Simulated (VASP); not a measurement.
WC (Qusongite), 2 atoms in the cell. It takes space group P-6m2 (No. 187, hexagonal). The conventional cell has a = 3.000 Å, b = 3.000 Å, c = 2.928 Å, α = 90.00°, β = 90.00°, γ = 120.00°. Within 3.0 Å of W (site symmetry -6m2) lie 6 C at 2.27 Å and 2 W at 2.93 Å. C (site symmetry -6m2) has 6 W at 2.27 Å and 2 C at 2.93 Å within 3.0 Å. 

```yaml
Program: VASP 6.6.1
Task: single point
Functional: r2SCAN
Potentials_or_basis: VASP PAW PBE potentials, release 64 (W_sv, C)
Cutoff: 520 eV
k_mesh: 11 × 11 × 10
Occupations: fermi-dirac, width 0.05 eV
Spin: no spin polarisation
Dipole_correction: no
Further_INCAR_settings: ALGO = Normal; EDIFF = 1e-06; NBANDS = 16
```

Potentials or basis: VASP PAW PBE potentials, release 64 (W_sv, C).

Launch:

```sh
$ cat potpaw_PBE.64/W_sv/POTCAR potpaw_PBE.64/C/POTCAR > POTCAR
$ cp INCAR.step1 INCAR
$ mpirun -np 1 vasp_std > vasp.out
$ cp INCAR.step2 INCAR
$ mpirun -np 1 vasp_std > vasp.out
```

Hardware: 1 thread of AMD EPYC 7R43 64-Core Processor (Zen 3) (shared host).

Estimate the wall time of this run.

It took 2.3 min on 1 thread of AMD EPYC 7R43 64-Core Processor (Zen 3), on a shared host, peak memory 0.14 GiB. Counts: k points 96.
